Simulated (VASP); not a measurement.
# SrPt3Pb2 in VASP: notebook, part 2 of 2

VASP 6.6.1. The steps go on from the part before.

## Step 4: Single point, PBE

The input, INCAR:

```
  PREC = Accurate
  ENCUT = 520
  EDIFF = 1E-6
  ISMEAR = 0
  SIGMA = 0.1
  LREAL = F
  LASPH = T
  NELM = 60
  ALGO = Normal
  ISIF = 2
  LWAVE = F
  LCHARG = T
  GGA = PE
  LELF = T
  LVHAR = T
  NBANDS = 43
```

The input, KPOINTS:

```
Automatic mesh
0
Gamma
  2 3 3
```

The input, POSCAR:

```
SrPt3Pb2
1.0
    6.6518360000      0.2288710000      0.2740350000
   -0.6118810000      4.6347260000      0.2266650000
    0.4436470000      0.6382530000      4.7821050000
Sr Pt Pb
1 3 2
Direct
    0.4327365168      0.8171277638      0.2818425744
    0.8279368466      0.5202934227      0.4178559479
    0.0612616340      0.6663697074      0.8112409657
    0.1964283552      0.2634701272      0.5526717417
    0.9973285518      0.1006320357      0.1571156028
    0.5248675022      0.3841733753      0.8287148183
```

Potentials or basis: VASP PAW PBE potentials, release 64 (Sr_sv, Pt, Pb_d).

Command:

```sh
$ cat potpaw_PBE.64/Sr_sv/POTCAR potpaw_PBE.64/Pt/POTCAR potpaw_PBE.64/Pb_d/POTCAR > POTCAR
$ mpirun -np 1 vasp_std > vasp.out
```

OUTCAR:

```text
PREC = Accurate
   ENCUT = 520
   EDIFF = 1E-6
   ISMEAR = 0
   LREAL = F
   LASPH = T
   NELM = 60
   ISIF = 2
   GGA = PE

 ion  position               nearest neighbor table
   1  0.433  0.817  0.282-   4 2.91   4 3.09   6 3.10   2 3.19   6 3.22   3 3.25   6 3.26   5 3.39
                             3 3.68   5 3.80   2 4.06   6 4.11   2 4.21   5 4.40
   2  0.828  0.520  0.418-   6 2.58   3 2.75   5 2.75   5 2.85   4 2.94   3 3.07   1 3.19   1 4.06
                             1 4.21
   3  0.061  0.666  0.811-   4 2.60   2 2.75   5 2.85   5 2.87   4 2.87   2 3.07   1 3.25   6 3.48
                             5 3.57   6 3.68   1 3.68
   4  0.196  0.263  0.553-   3 2.60   5 2.65   6 2.78   3 2.87   1 2.91   2 2.94   5 2.99   1 3.09
                             6 3.80
   5  0.997  0.101  0.157-   4 2.65   2 2.75   3 2.85   2 2.85   3 2.87   4 2.99   1 3.39   3 3.57
                             6 3.68   1 3.80   6 3.96   1 4.40
   6  0.525  0.384  0.829-   2 2.58   4 2.78   1 3.10   1 3.22   1 3.26   3 3.48   3 3.68   5 3.68
                             4 3.80   5 3.96   1 4.11

  LATTYP: Found a triclinic cell.
 ALAT       =     4.8448650945
 B/A-ratio  =     1.5015154928
 C/A-ratio  =     1.6958156497
 COS(alpha) =     0.0017720396
 COS(beta)  =     0.3842318803
 COS(gamma) =     0.7729775348

  Lattice vectors:

 A1 = (   0.4436470000,   0.6382530000,   4.7821050000)
 A2 = (  -0.1682340000,   5.2729790000,   5.0087700000)
 A3 = (  -5.5963080000,  -4.2253440000,   4.2814050000)

Analysis of symmetry for initial positions (statically):
=====================================================================
 Subroutine PRICEL returns:
 Original cell was already a primitive cell.

 Routine SETGRP: Setting up the symmetry group for a
 triclinic supercell.

 Subroutine GETGRP returns: Found  1 space group operations
 (whereof  1 operations were pure point group operations)
 out of a pool of  2 trial point group operations.

The static configuration has the point symmetry C_1 .

Analysis of symmetry for dynamics (positions and initial velocities):
=====================================================================
 Subroutine PRICEL returns:
[... 127 lines left out ...]
   GGA     = PE    functional components
   LHFCALC =     F    Hartree Fock is set to
   AEXX    =    0.0000 exact exchange contribution
   IVDW    =     0    specifies the selected vdW correction
   LEPSILON=     F    determine dielectric tensor
   LRPA    =     F    only Hartree local field effects (RPA)
 non-spin polarized calculation
 Gauss-broadening in eV      SIGMA  =   0.10
  energy-cutoff  :      520.00
  volume of cell :      146.49
 maximum number of plane-waves:      3952
 NGX is ok and might be reduce to    50
   NGX = 25   NGY = 17   NGZ = 17

 number of electron      68.0000004 magnetization

 Free energy of the ion-electron system (eV)
  ---------------------------------------------------
  ext. energy  EPLUGINS =         0.00000000
  ---------------------------------------------------
  free energy    TOTEN  =       -27.26689860 eV

  energy without entropy =      -27.24438252  energy(sigma->0) =      -27.25564056

 E-fermi :   6.6097     XC(G=0): -10.6223

 val. band max:        6.5925066717   @ k =   0.5000   0.3333   0.0000
 cond. band min:       6.6598579786   @ k =   0.5000  -0.0000   0.0000
 fundamental gap:      0.0673513069
 Fermi energy:         6.6096700193

 k-point     1 :       0.0000    0.0000    0.0000
  band No.  band energies     occupation
      1     -28.4406      2.00000
      2     -10.7681      2.00000
      3     -10.6529      2.00000
      4     -10.6131      2.00000
      5     -10.3237      2.00000
      6     -10.2871      2.00000
[... 449 lines left out ...]
     42      11.4296      0.00000
     43      11.7971      0.00000

------------------------ aborting loop because EDIFF is reached ----------------------------------------

  FORCE on cell =-STRESS in cart. coord.  units (eV):
  Direction    XX          YY          ZZ          XY          YZ          ZX
  --------------------------------------------------------------------------------------
  -------------------------------------------------------------------------------------
  Total        2.3123757      5.7374426      6.9815560     -0.3775332     -1.2235119     -1.0354671
  in kB       25.2907937     62.7512536     76.3583048     -4.1291357    -13.3817291    -11.3250562
  external PRESSURE =      54.8001173 kB  Pullay stress =       0.0000000 kB

 VOLUME and BASIS-vectors are now :
 -----------------------------------------------------------------------------
  energy-cutoff  :      520.00
  volume of cell :      146.49
      direct lattice vectors                 reciprocal lattice vectors
     6.651836000  0.228871000  0.274035000     0.150311627  0.020661127 -0.016702337
    -0.611881000  4.634726000  0.226665000    -0.006277456  0.216317217 -0.028288826
     0.443647000  0.638253000  4.782105000    -0.008315954 -0.011437100  0.211410898

 POSITION                                       TOTAL-FORCE (eV/Angst)
 -----------------------------------------------------------------------------------
      2.50355      4.06609      1.65160         0.243927      0.214246      0.092223
      5.37432      2.86761      2.34305         0.706140      0.251032     -0.749197
      0.35967      3.62024      4.04727        -0.108448      1.066766      0.703045
      1.39059      1.61881      2.75648        -0.247994     -0.947526      0.694136
      6.64219      0.79494      1.04746        -0.759918     -0.566666     -0.843760
      3.62392      2.42960      4.19391         0.166293     -0.017852      0.103554
 -----------------------------------------------------------------------------------
    total drift:                                0.000102      0.000299     -0.000063

  FREE ENERGIE OF THE ION-ELECTRON SYSTEM (eV)
  ---------------------------------------------------
  free  energy   TOTEN  =       -27.2668985970 eV

  energy  without entropy=      -27.2443825170  energy(sigma->0) =      -27.25564056
```

stdout:

```text
POSCAR found type information on POSCAR SrPtPb
 POSCAR found :  3 types and       6 ions
 scaLAPACK will be used
 LDA part: xc-table for (Slater+PW92), standard interpolation
 POSCAR, INCAR and KPOINTS ok, starting setup
 FFT: planning ... GRIDC
 FFT: planning ... GRID_SOFT
 FFT: planning ... GRID
 WAVECAR not read
 entering main loop
```

Run time: 70 s. Hardware: 1 thread of Intel Xeon Platinum 8488C (Sapphire Rapids), shared host; peak memory 0.26 GiB.

What came out:

```yaml
Free_energy: -27.2669 eV
Pressure: 5.5 GPa
Largest_force: 1.282 eV/Å
Band_gap_on_the_k_mesh: zero (band 34 reaches 6.86 eV, above the bottom of band 35 at 6.33 eV)
```

Forces in eV/Å, atoms in the order of the input:
```
Sr   0.244  0.214  0.092
Pt   0.706  0.251 -0.749
Pt  -0.108  1.067  0.703
Pt  -0.248 -0.948  0.694
Pb  -0.760 -0.567 -0.844
Pb   0.166 -0.018  0.104
```

Caveat: the k points lie up to 0.48 Å⁻¹ apart; spin-orbit coupling is left out, which moves the levels of the heavy elements.
